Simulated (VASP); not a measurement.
Write the native input for VASP 6.6.1 that does the following.

| Property | Result |
| --- | --- |
| Task | single point |
| Functional | r2SCAN |
| Potentials or basis | VASP PAW PBE potentials, release 64 (Ga_d, As, In_d) |
| Cutoff | 550 eV |
| k mesh | 6 × 6 × 4 |
| Occupations | fermi-dirac, width 0.02 eV |
| Spin | no spin polarisation |
| Dipole correction | no |
| Further INCAR settings | ALGO = Normal; EDIFF = 1e-06; NBANDS = 26 |

The system is InGaAs2.

```xyz
4
Lattice="4.1560 0.0000 0.0000 0.0000 4.1560 0.0000 0.0000 0.0000 5.9135" Properties=species:S:1:pos:R:3 pbc="T T T"
Ga    0.0000    0.0000    0.0000
As    0.0000    2.0780    1.3605
As    2.0780    0.0000    4.5530
In    2.0780    2.0780    2.9568
```

The input as run:

POSCAR

```
InGaAs2
1.0
    4.1559802593      0.0000000000      0.0000000000
    0.0000000000      4.1559802593      0.0000000000
    0.0000000000      0.0000000000      5.9135166472
Ga As In
1 2 1
Direct
    0.0000000000      0.0000000000      0.0000000000
    0.0000000000      0.5000000000      0.2300713556
    0.5000000000      0.0000000000      0.7699286444
    0.5000000000      0.5000000000      0.5000000000
```

INCAR.step1

```
SYSTEM = InGaAs2
PREC = Accurate
ENCUT = 550
ISMEAR = -1
SIGMA = 0.02
LREAL = .False.
LASPH = .True.
NELM = 120
NBANDS = 26
GGA = PE
ALGO = Normal
EDIFF = 1E-5
LWAVE = .True.
LCHARG = .False.
GGA_COMPAT = .False.
```

INCAR.step2

```
SYSTEM = InGaAs2
PREC = Accurate
ENCUT = 550
EDIFF = 1E-6
ISMEAR = -1
SIGMA = 0.02
LREAL = .False.
LASPH = .True.
NELM = 120
ALGO = Normal
ISIF = 2
LWAVE = .False.
LCHARG = .False.
METAGGA = R2SCAN
LMIXTAU = .True.
NBANDS = 26
ISTART = 1
GGA_COMPAT = .False.
```

KPOINTS

```
regular mesh
0
Gamma
  6 6 4
  0 0 0
```

Potentials or basis: VASP PAW PBE potentials, release 64 (Ga_d, As, In_d).

Command:

```sh
$ cat potpaw_PBE.64/Ga_d/POTCAR potpaw_PBE.64/As/POTCAR potpaw_PBE.64/In_d/POTCAR > POTCAR
$ cp INCAR.step1 INCAR
$ mpirun -np 1 vasp_std > vasp.out
$ cp INCAR.step2 INCAR
$ mpirun -np 1 vasp_std > vasp.out
```

It gave:

```
Pressure               : 0.0 GPa
Band gap on the k mesh : 0.29 eV, direct
```

Caveat: the PAW data sets were made with another functional, which shifts forces and pressure a little; spin-orbit coupling is left out, which moves the levels of the heavy elements.

It took 8.4 min on 1 thread of Intel Xeon 8259CL (shared host), peak memory 0.28 GiB.
